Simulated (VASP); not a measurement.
Input of a VASP 6.6.1 run:

Contents of INCAR:

```
  ALGO = Normal
  EDIFF = 1E-6
  ENCUT = 520
  ISIF = 2
  ISMEAR = 0
  LASPH = T
  LCHARG = T
  LELF = T
  LREAL = F
  LVHAR = T
  LWAVE = F
  NBANDS = 21
  NELM = 100
  PREC = Accurate
  SIGMA = 0.02
```

Contents of KPOINTS:

```
k-points
0
Gamma
  8 8 6
```

The input POSCAR:

```
AlGaN2
1.0
    3.0334185410      0.0000000000      0.0000000000
    0.0000000000      3.0334185410      0.0000000000
    0.0000000000      0.0000000000      4.2601332651
Al Ga N
1 1 2
Direct
    0.5000000000      0.5000000000      0.5000000000
    0.0000000000      0.0000000000      0.0000000000
    0.5000000000      0.0000000000      0.7396904387
    0.0000000000      0.5000000000      0.2603095613
```

Potentials or basis: VASP PAW LDA potentials, release 64 (Al, Ga_d, N).

The run is started by

```console
$ cat potpaw_LDA.64/Al/POTCAR potpaw_LDA.64/Ga_d/POTCAR potpaw_LDA.64/N/POTCAR > POTCAR
$ mpirun -np 1 vasp_std > vasp.out
```

**Question.** Predict the largest force.

**Answer.** 0.031 eV/Å.

**Question.** What does it give for the pressure?

**Answer.** 21.3 GPa.

**Question.** Predict the band gap on the k mesh.

**Answer.** 3.27 eV, indirect (least direct gap 3.57 eV).

Forces on the atoms (eV/Å):
```
Al   0.000  0.000  0.000
Ga   0.000  0.000  0.000
N    0.000  0.000 -0.031
N    0.000  0.000  0.031
```

A k mesh can miss the band edges. A hybrid or GW would open this gap; LDA tends to underestimate it.
